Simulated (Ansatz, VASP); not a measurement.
# BN: VASP beside Ansatz

```
CELL_PARAMETERS angstrom
-2.55394 0.00000 0.00000
-1.27697 -2.21178 0.00000
0.00000 0.00000 12.53056
ATOMIC_POSITIONS crystal
B 0.66667 0.66667 0.23178
B 0.66667 0.66667 0.56911
B 0.66667 0.66667 0.90643
B 0.33333 0.33333 0.06312
B 0.33333 0.33333 0.40044
B 0.33333 0.33333 0.73777
N 0.66667 0.66667 0.10547
N 0.66667 0.66667 0.44280
N 0.66667 0.66667 0.78012
N 0.33333 0.33333 0.94878
N 0.33333 0.33333 0.27413
N 0.33333 0.33333 0.61146
```

Alike in both runs: task single point; functional PBE; k mesh 10 × 10 × 2; occupations gaussian, width 0.05 eV; no spin polarisation.

```csv
,VASP,Ansatz
version,VASP 6.6.1,Ansatz 0.2.0
potentials or method,"VASP PAW PBE potentials, release 64 (B, N), cutoff 520 eV","scalar-relativistic, plane waves, PAW"
valence electrons in the cell,48,48
```

```tsv
	VASP	Ansatz	Ansatz less VASP
gap on the k mesh at the Fermi level (eV)	5.21	5.22	+0.016
least direct gap on the mesh (eV)	7.96	7.97	+0.007
pressure (GPa)	6.1	5.8	-0.26
traceless stress, the component that is largest in VASP (GPa)	9.82	9.79	-0.033
rms of the force components (eV/Å)	0.893	0.890	-0.0039
```

Atom by atom the forces differ by 0.004 eV/Å (rms over components).
